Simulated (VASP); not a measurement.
The system is Y.

```
CELL_PARAMETERS angstrom
3.64254 0.00000 0.00000
-1.82127 3.15454 0.00000
0.00000 0.00000 11.84413
ATOMIC_POSITIONS crystal
Y 0.66667 0.33333 0.75000
Y 0.00000 0.00000 0.50000
Y 0.33333 0.66667 0.25000
Y 0.00000 0.00000 0.00000
```

Base run:

| Property | Result |
| --- | --- |
| Program | VASP 6.6.1 |
| Functional | PBEsol |
| Potentials or basis | VASP PAW PBE potentials, release 64 (Y_sv) |
| Cutoff | 520 eV |
| k mesh | 8 × 8 × 3 |
| Occupations | fermi-dirac, width 0.05 eV |
| Spin | no spin polarisation |

Its results: band gap on the k mesh zero (bands 22 and 23 overlap by 1.02 eV); pressure -3.6 GPa.

Question: The run is repeated on the same cell with these changes: functional from PBEsol to LDA; potentials or basis from VASP PAW PBE potentials, release 64 (Y_sv) to VASP PAW LDA potentials, release 64 (Y_sv). What comes out?

Answer: Band gap on the k mesh zero (bands 22 and 23 overlap by 0.99 eV); pressure -5.3 GPa.

Caveats: the cell stands under tension; the PAW data sets were made with another functional, which shifts forces and pressure a little (at least some runs).
